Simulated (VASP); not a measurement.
Input of a VASP 6.6.1 run:

INCAR

```
SYSTEM = W
ALGO     = Normal         ! electronic algorithm
EDIFF    = 1E-7           ! SCF threshold, eV
ENCUT    = 520            ! plane-wave cutoff, eV
GGA      = RE             ! functional
ISIF     = 2              ! what is computed and relaxed
ISMEAR   = -1             ! smearing method
LASPH    = .TRUE.         ! aspherical terms in the spheres
LCHARG   = .FALSE.        ! write CHGCAR
LREAL    = .FALSE.        ! projectors in reciprocal space
LWAVE    = .FALSE.        ! write WAVECAR
NBANDS   = 21             ! bands
NELM     = 100            ! most SCF steps
PREC     = Accurate       ! precision mode
SIGMA    = 0.1            ! smearing width, eV
```

KPOINTS

```
k-points
0
G
  15 15 7
  0 0 0
```

The input POSCAR:

```
W
1.0
    2.7850767100      0.0000000000      0.0000000000
   -1.3925383550      2.4119471823      0.0000000000
    0.0000000000      0.0000000000      4.9670476459
W
2
Direct
    0.3333333333      0.6666666667      0.2500000000
    0.6666666667      0.3333333333      0.7500000000
```

Potentials or basis: VASP PAW PBE potentials, release 64 (W_sv).

Run with:

```sh
$ cat potpaw_PBE.64/W_sv/POTCAR > POTCAR
$ mpirun -np 1 vasp_std > vasp.out
```

Problem. What does it give for the band gap on the k mesh?

Solution. Zero (band 14 reaches 11.65 eV, above the bottom of band 15 at 10.07 eV).

Problem. Estimate the pressure.

Solution. 0.5 GPa.

Stress tensor (GPa, compression positive):
```
0.63 0.00 0.00
0.00 0.63 0.00
0.00 0.00 0.15
```

Caveat: the PAW data sets were made with another functional, which shifts forces and pressure a little; spin-orbit coupling is left out, which moves the levels of the heavy elements.
